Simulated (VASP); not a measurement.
# ZnAu (P4mm) in VASP: further runs

The runs below take ZnAu through single point, with PBE.

All numbers are computed with VASP 6.6.1; they aren't measurements. Logs are shortened: lines on timing, memory, paths and dates and some standing lists are left out, and cuts for length are marked.

## 1. The cell of the first run

It takes space group P4mm (No. 99, tetragonal). The conventional cell has a = 3.147 Å, b = 3.147 Å, c = 3.147 Å, α = 90.00°, β = 90.00°, γ = 90.00°. Zn (site symmetry 4mm) has 8 Au at 2.50 to 3.00 Å and 6 Zn at 3.15 Å within 3.3 Å. Within 3.3 Å of Au (site symmetry 4mm) lie 8 Zn at 2.50 to 3.00 Å and 6 Au at 3.15 Å.

## 2. Single point, PBE

INCAR

```
PREC = Accurate ; ENCUT = 500
EDIFF = 1E-6 ; ISMEAR = 0
SIGMA = 0.15 ; LREAL = F
LASPH = T ; NELM = 120
ALGO = Normal ; ISIF = 2
LWAVE = F ; LCHARG = T
GGA = PE ; LELF = T
LVHAR = T ; NBANDS = 18
GGA_COMPAT = F
```

KPOINTS

```
regular mesh
0
Gamma
  16 16 16
```

POSCAR

```
ZnAu
1.0
    3.1470000000      0.0000000000      0.0000000000
    0.0000000000      3.1470000000      0.0000000000
    0.0000000000      0.0000000000      3.1470000000
Zn Au
1 1
Direct
    0.3609787099      0.5000000000      0.5000000000
    0.0000000000      0.0000000000      0.0000000000
```

Potentials or basis: VASP PAW PBE potentials, release 64 (Zn, Au).

Run with:

```
$ cat potpaw_PBE.64/Zn/POTCAR potpaw_PBE.64/Au/POTCAR > POTCAR
$ mpirun -np 1 vasp_std > vasp.out
```

OUTCAR:

```text
PREC = Accurate
   ENCUT = 500
   EDIFF = 1E-6
   ISMEAR = 0
   LREAL = F
   LASPH = T
   NELM = 120
   ISIF = 2
   GGA = PE

 ion  position               nearest neighbor table
   1  0.361  0.500  0.500-   2 2.50   2 2.50   2 2.50   2 2.50   2 3.00   2 3.00   2 3.00   2 3.00

   2  0.000  0.000  0.000-   1 2.50   1 2.50   1 2.50   1 2.50   1 3.00   1 3.00   1 3.00   1 3.00

  LATTYP: Found a simple cubic cell.
 ALAT       =     3.1470000000

  Lattice vectors:

 A1 = (   3.1470000000,   0.0000000000,   0.0000000000)
 A2 = (   0.0000000000,   3.1470000000,   0.0000000000)
 A3 = (   0.0000000000,   0.0000000000,   3.1470000000)

Analysis of symmetry for initial positions (statically):
=====================================================================
 Subroutine PRICEL returns:
 Original cell was already a primitive cell.

 Routine SETGRP: Setting up the symmetry group for a
 simple cubic supercell.

 Subroutine GETGRP returns: Found  8 space group operations
 (whereof  8 operations were pure point group operations)
 out of a pool of 48 trial point group operations.

The static configuration has the point symmetry C_4v.

Analysis of symmetry for dynamics (positions and initial velocities):
=====================================================================
 Subroutine PRICEL returns:
 Original cell was already a primitive cell.

 Routine SETGRP: Setting up the symmetry group for a
 simple cubic supercell.

 Subroutine GETGRP returns: Found  8 space group operations
 (whereof  8 operations were pure point group operations)
 out of a pool of 48 trial point group operations.

The dynamic configuration has the point symmetry C_4v.

 Subroutine INISYM returns: Found  8 space group operations
 (whereof  8 operations are pure point group operations),
 and found     1 'primitive' translations

----------------------------------------------------------------------------------------

                                     Primitive cell

  volume of cell :      31.1667

  direct lattice vectors                    reciprocal lattice vectors
     3.147000000  0.000000000  0.000000000     0.317762949  0.000000000  0.000000000
     0.000000000  3.147000000  0.000000000     0.000000000  0.317762949  0.000000000
     0.000000000  0.000000000  3.147000000     0.000000000  0.000000000  0.317762949

  length of vectors
     3.147000000  3.147000000  3.147000000     0.317762949  0.317762949  0.317762949

  position of ions in fractional coordinates (direct lattice)
     0.360978710  0.500000000  0.500000000
     0.000000000  0.000000000  0.000000000

  ion indices of the primitive-cell ions
   primitive index   ion index
                 1           1
                 2           2

----------------------------------------------------------------------------------------

 KPOINTS: regular mesh

Automatic generation of k-mesh.
 Grid dimensions read from file:
 generate k-points for:   16   16   16

 Generating k-lattice:

  Cartesian coordinates                     Fractional coordinates (reciprocal lattice)
     0.019860184  0.000000000  0.000000000     0.062500000  0.000000000  0.000000000
     0.000000000  0.019860184  0.000000000     0.000000000  0.062500000  0.000000000
     0.000000000  0.000000000  0.019860184     0.000000000  0.000000000  0.062500000

  Length of vectors
     0.019860184  0.019860184  0.019860184

  Shift w.r.t. Gamma in fractional coordinates (k-lattice)
     0.000000000  0.000000000  0.000000000

 Subroutine IBZKPT returns following result:
 ===========================================

 Found    405 irreducible k-points:

 Following reciprocal coordinates:
            Coordinates               Weight
  0.000000  0.000000  0.000000      1.000000
  0.062500  0.000000  0.000000      2.000000
  0.000000  0.062500  0.000000      4.000000
  0.125000  0.000000  0.000000      2.000000
  0.000000  0.125000  0.000000      4.000000
  0.187500  0.000000  0.000000      2.000000
[... 16 lines left out ...]
  0.187500  0.062500  0.000000      8.000000
  0.000000  0.187500  0.062500      8.000000
 [... further k-points ...]
   k-points           NKPTS =    405   k-points in BZ     NKDIM =    405   number of bands    NBANDS=     18
   number of dos      NEDOS =    301   number of ions     NIONS =      2
   total plane-waves  NPLWV =  13824
   dimension x,y,z NGX =    24 NGY =   24 NGZ =   24
   dimension x,y,z NGXF=    48 NGYF=   48 NGZF=   48
   ions per type =               1   1
   NGX,Y,Z   is equivalent  to a cutoff of  12.68, 12.68, 12.68 a.u.
   NGXF,Y,Z  is equivalent  to a cutoff of  25.36, 25.36, 25.36 a.u.
 SYSTEM =  unknown system
   PREC   = accura    normal or accurate (medium, high low for compatibility)
   ISTART =      0    job   : 0-new  1-cont  2-samecut
   ICHARG =      2    charge: 1-file 2-atom 10-const
   ISPIN  =      1    spin polarized calculation?
   LNONCOLLINEAR =      F non collinear calculations
   LSORBIT =      F    spin-orbit coupling
   LASPH  =      T    aspherical Exc in radial PAW
   ENCUT  =  500.0 eV  36.75 Ry    6.06 a.u.   5.74  5.74  5.74*2*pi/ulx,y,z
   NELM   =    120;   NELMIN=  2; NELMDL= -5     # of ELM steps
   EDIFF  = 0.1E-05   stopping-criterion for ELM
   LREAL  =      F    real-space projection
   EDIFFG = 0.1E-04   stopping-criterion for IOM
   NSW    =      0    number of steps for IOM
   IBRION =     -1    ionic relax: 0-MD 1-quasi-New 2-CG
   NFREE  =      0    steps in history (QN), initial steepest desc. (CG)
   ISIF   =      2    stress and relaxation
   ISYM   =      2    0-nonsym 1-usesym 2-fastsym
   POTIM  = 0.5000    time-step for ionic-motion
   TEBEG  =    0.0;   TEEND  =   0.0 temperature during run
   PSTRESS=    0.0 pullay stress
   NELECT =      23.0000    total number of electrons
   NUPDOWN=      -1.0000    fix difference up-down
   EMIN   =  10.00;   EMAX   =-10.00  energy-range for DOS
   EFERMI =   0.00;   METHOD = LEGACY
   ISMEAR =     0;   SIGMA  =   0.15  broadening in eV -4-tet -1-fermi 0-gaus
   EFERMI_NEDOS =   21; number of points for ismear=-14 and -15
   IALGO  =     38    algorithm
   IMIX   =      4    mixing-type and parameters
     AMIX     =   0.40;   BMIX     =  1.00
     AMIX_MAG =   1.60;   BMIX_MAG =  1.00
  volume/ion in A,a.u.               =      15.58       105.16
  Fermi-wavevector in a.u.,A,eV,Ry     =   1.479406  2.795672 29.778283  2.188642
  Thomas-Fermi vector in A             =   2.593568
   LORBIT       =      0    0 simple, 1 ext, 2 COOP (PROOUT), +10 PAW based schemes
   GGA     = PE    functional components
   LHFCALC =     F    Hartree Fock is set to
   AEXX    =    0.0000 exact exchange contribution
   IVDW    =     0    specifies the selected vdW correction
   LEPSILON=     F    determine dielectric tensor
   LRPA    =     F    only Hartree local field effects (RPA)
 non-spin polarized calculation
 Gauss-broadening in eV      SIGMA  =   0.15
  energy-cutoff  :      500.00
  volume of cell :       31.17
 maximum number of plane-waves:       840
 NGX is ok and might be reduce to    24
   NGX = 11   NGY = 11   NGZ = 11

 number of electron      23.0000001 magnetization

 Free energy of the ion-electron system (eV)
  ---------------------------------------------------
  ext. energy  EPLUGINS =         0.00000000
  ---------------------------------------------------
  free energy    TOTEN  =        -4.37016319 eV

  energy without entropy =       -4.36461542  energy(sigma->0) =       -4.36738930

 E-fermi :   7.1233     XC(G=0): -12.3283

 val. band max:        7.1211969517   @ k =   0.5000   0.4375   0.3125
 cond. band min:       7.1242755094   @ k =   0.4375   0.4375   0.1875
 fundamental gap:      0.0030785576
 Fermi energy:         7.1232835820

 k-point     1 :       0.0000    0.0000    0.0000
  band No.  band energies     occupation
      1      -3.5649      2.00000
      2      -1.2957      2.00000
      3      -0.9332      2.00000
      4      -0.5904      2.00000
      5      -0.3237      2.00000
      6      -0.3237      2.00000
[... 10 lines left out ...]
     17      19.3351      0.00000
     18      25.5490      0.00000

 k-point     2 :       0.0625    0.0000    0.0000
  band No.  band energies     occupation
      1      -3.5000      2.00000
      2      -1.2832      2.00000
      3      -0.9159      2.00000
      4      -0.5856      2.00000
      5      -0.3263      2.00000
      6      -0.3263      2.00000
[... 10 lines left out ...]
     17      19.2642      0.00000
     18      25.5592      0.00000

 k-point     3 :       0.0000    0.0625    0.0000
  band No.  band energies     occupation
      1      -3.4943      2.00000
      2      -1.2735      2.00000
      3      -0.9287      2.00000
      4      -0.5926      2.00000
      5      -0.3270      2.00000
      6      -0.3243      2.00000
[... 10 lines left out ...]
     17      19.5999      0.00000
     18      25.4706      0.00000

 k-point     4 :       0.1250    0.0000    0.0000
  band No.  band energies     occupation
      1      -3.3086      2.00000
      2      -1.2472      2.00000
      3      -0.8669      2.00000
      4      -0.5720      2.00000
      5      -0.3336      2.00000
      6      -0.3336      2.00000
[... 10 lines left out ...]
     17      19.8666      0.00000
     18      25.4581      0.00000

 k-point     5 :       0.0000    0.1250    0.0000
  band No.  band energies     occupation
      1      -3.2849      2.00000
      2      -1.2120      2.00000
      3      -0.9130      2.00000
      4      -0.5981      2.00000
      5      -0.3386      2.00000
      6      -0.3270      2.00000
[... 10 lines left out ...]
     17      20.6277      0.00000
     18      25.2648      0.00000

 k-point     6 :       0.1875    0.0000    0.0000
  band No.  band energies     occupation
      1      -3.0010      2.00000
      2      -1.1918      2.00000
      3      -0.7931      2.00000
      4      -0.5514      2.00000
      5      -0.3442      2.00000
      6      -0.3442      2.00000
[... 10 lines left out ...]
     17      21.4223      0.00000
     18      24.8721      0.00000

 k-point     7 :       0.0000    0.1875    0.0000
  band No.  band energies     occupation
      1      -2.9448      2.00000
      2      -1.1269      2.00000
      3      -0.8793      2.00000
      4      -0.6035      2.00000
      5      -0.3622      2.00000
      6      -0.3337      2.00000
[... 10 lines left out ...]
     17      22.2018      0.00000
     18      24.6588      0.00000

 k-point     8 :       0.2500    0.0000    0.0000
  band No.  band energies     occupation
      1      -2.5980      2.00000
      2      -1.1240      2.00000
      3      -0.7027      2.00000
      4      -0.5268      2.00000
      5      -0.3562      2.00000
      6      -0.3562      2.00000
[... 10 lines left out ...]
     17      22.8563      0.00000
     18      23.7946      0.00000
[... 229 lines left out ...]
     17      19.7250      0.00000
     18      25.1644      0.00000

 k-point    20 :       0.1250    0.0625    0.0000
  band No.  band energies     occupation
      1      -3.2396      2.00000
      2      -1.2266      2.00000
      3      -0.8634      2.00000
      4      -0.5792      2.00000
      5      -0.3359      2.00000
      6      -0.3327      2.00000
[... 10 lines left out ...]
     17      19.8864      0.00000
     18      24.8899      0.00000

 k-point    21 :       0.0000    0.1250    0.0625
  band No.  band energies     occupation
      1      -3.2162      2.00000
      2      -1.1883      2.00000
      3      -0.9068      2.00000
      4      -0.6028      2.00000
      5      -0.3410      2.00000
      6      -0.3297      2.00000
[... 10 lines left out ...]
     17      20.6130      0.00000
     18      24.5279      0.00000

 k-point    22 :       0.0625    0.0000    0.1250
  band No.  band energies     occupation
      1      -3.2217      2.00000
      2      -1.2013      2.00000
      3      -0.8963      2.00000
      4      -0.5978      2.00000
      5      -0.3404      2.00000
      6      -0.3285      2.00000
[... 10 lines left out ...]
     17      20.5999      0.00000
     18      24.9340      0.00000

 k-point    23 :       0.1875    0.0625    0.0000
  band No.  band energies     occupation
      1      -2.9346      2.00000
      2      -1.1732      2.00000
      3      -0.7913      2.00000
      4      -0.5644      2.00000
      5      -0.3443      2.00000
      6      -0.3415      2.00000
[... 10 lines left out ...]
     17      21.3133      0.00000
     18      24.1290      0.00000

 k-point    24 :       0.0000    0.1875    0.0625
  band No.  band energies     occupation
      1      -2.8791      2.00000
      2      -1.1019      2.00000
      3      -0.8721      2.00000
      4      -0.6111      2.00000
      5      -0.3608      2.00000
      6      -0.3386      2.00000
[... 10 lines left out ...]
     17      22.1933      0.00000
     18      23.5255      0.00000

 [... further k-points ...]

------------------------ aborting loop because EDIFF is reached ----------------------------------------

  FORCE on cell =-STRESS in cart. coord.  units (eV):
  Direction    XX          YY          ZZ          XY          YZ          ZX
  --------------------------------------------------------------------------------------
  -------------------------------------------------------------------------------------
  Total        1.5455568      3.4746222      3.4746222      0.0000000     -0.0000000      0.0000000
  in kB       79.4520914    178.6191212    178.6191212      0.0000000     -0.0000000      0.0000000
  external PRESSURE =     145.5634446 kB  Pullay stress =       0.0000000 kB

 VOLUME and BASIS-vectors are now :
 -----------------------------------------------------------------------------
  energy-cutoff  :      500.00
  volume of cell :       31.17
      direct lattice vectors                 reciprocal lattice vectors
     3.147000000  0.000000000  0.000000000     0.317762949  0.000000000  0.000000000
     0.000000000  3.147000000  0.000000000     0.000000000  0.317762949  0.000000000
     0.000000000  0.000000000  3.147000000     0.000000000  0.000000000  0.317762949

 POSITION                                       TOTAL-FORCE (eV/Angst)
 -----------------------------------------------------------------------------------
      1.13600      1.57350      1.57350         1.653368      0.000000      0.000000
      0.00000      0.00000      0.00000        -1.653368      0.000000     -0.000000
 -----------------------------------------------------------------------------------
    total drift:                               -0.000001      0.000000      0.000022

  FREE ENERGIE OF THE ION-ELECTRON SYSTEM (eV)
  ---------------------------------------------------
  free  energy   TOTEN  =        -4.3701631853 eV

  energy  without entropy=       -4.3646154224  energy(sigma->0) =       -4.36738930
```

Wall time 2.7 min (1 thread of Intel Xeon 8259CL, shared host); peak memory 0.34 GiB.

What came out:

| Quantity | Value |
| --- | --- |
| Free energy | -4.3702 eV |
| Pressure | 14.6 GPa |
| Largest force | 1.653 eV/Å |
| Band gap on the k mesh | zero (an odd number of electrons rules out a gap without spin polarisation) |

Forces on the atoms (eV/Å):
```
Zn   1.653  0.000  0.000
Au  -1.653  0.000  0.000
```

Caveat: the cell differs from its parent crystal (all Zn atoms moved +0.438 Å, as atom 1 towards its neighbour atom 1 (Zn) at 3.147 Å); the cell stands under pressure; spin-orbit coupling is left out, which moves the levels of the heavy elements; forces of over 1 eV/Å act on the atoms, so gaps and moduli don't describe the material at rest.

## 3. Single point, PBE

INCAR

```
SYSTEM = ZnAu
PREC = Accurate
ENCUT = 500
EDIFF = 1E-6
ISMEAR = 0
SIGMA = 0.15
LREAL = .FALSE.
LASPH = .TRUE.
NELM = 120
ALGO = Normal
ISIF = 2
LWAVE = .FALSE.
LCHARG = .FALSE.
GGA = PE
NBANDS = 18
GGA_COMPAT = .FALSE.
```

KPOINTS

```
regular mesh
0
G
  16 16 16
  0 0 0
```

POSCAR, as its differences from that of step 2:

```diff
@@ -8,3 +8,3 @@
 Direct
-    0.3609787099      0.5000000000      0.5000000000
+    0.4006990785      0.5000000000      0.5000000000
     0.0000000000      0.0000000000      0.0000000000
```

Potentials or basis: VASP PAW PBE potentials, release 64 (Zn, Au).

Run with:

```
$ cat potpaw_PBE.64/Zn/POTCAR potpaw_PBE.64/Au/POTCAR > POTCAR
$ mpirun -np 1 vasp_std > vasp.out
```

It took 1.9 min on 1 thread of Intel Xeon 8259CL, shared host; peak memory 0.33 GiB.

Results (log left out):

| Item | Value |
| --- | --- |
| Free energy | -4.5485 eV |
| Pressure | 9.9 GPa |
| Largest force | 1.195 eV/Å |
| Band gap on the k mesh | zero (an odd number of electrons rules out a gap without spin polarisation) |

Forces on the atoms (eV/Å):
```
Zn   1.195  0.000  0.000
Au  -1.195  0.000  0.000
```

Stress tensor (GPa, compression positive):
```
 6.67  0.00  0.00
 0.00 11.58  0.00
 0.00  0.00 11.58
```

Levels at points of the mesh, in eV from the Fermi level:
| k point | band 8 | band 9 | band 10 | band 11 | band 12 | band 13 | band 14 | band 15 | band 16 | band 17 |
| --- | --- | --- | --- | --- | --- | --- | --- | --- | --- | --- |
| (0.00, 0.00, 0.00) | -5.41 | -3.87 | -3.87 | -3.78 | 5.02 | 5.02 | 5.52 | 8.62 | 11.75 | 12.17 |
| (0.50, 0.00, 0.00) | -5.28 | -4.97 | -4.97 | -3.91 | -2.32 | 10.07 | 10.07 | 10.48 | 11.12 | 12.33 |
| (0.00, 0.50, 0.00) | -5.62 | -4.93 | -4.64 | -3.85 | -2.48 | 9.11 | 10.57 | 10.91 | 11.19 | 11.31 |
| (0.50, 0.50, 0.00) | -4.20 | -4.09 | -3.23 | -2.07 | -1.86 | 0.82 | 2.46 | 10.62 | 12.75 | 12.82 |
| (0.00, 0.50, 0.50) | -4.34 | -4.34 | -3.26 | -1.92 | -1.92 | 0.83 | 2.52 | 10.96 | 12.98 | 12.98 |
| (0.50, 0.50, 0.50) | -6.46 | -3.21 | -3.18 | 1.48 | 3.21 | 3.21 | 3.60 | 3.81 | 6.04 | 6.48 |

Caveat: the cell differs from its parent crystal (all Zn atoms moved +0.312 Å, as atom 1 towards its neighbour atom 1 (Zn) at 3.147 Å); the cell stands under pressure; spin-orbit coupling is left out, which moves the levels of the heavy elements; forces of over 1 eV/Å act on the atoms, so gaps and moduli don't describe the material at rest.

(Continued in part 2 of 2.)
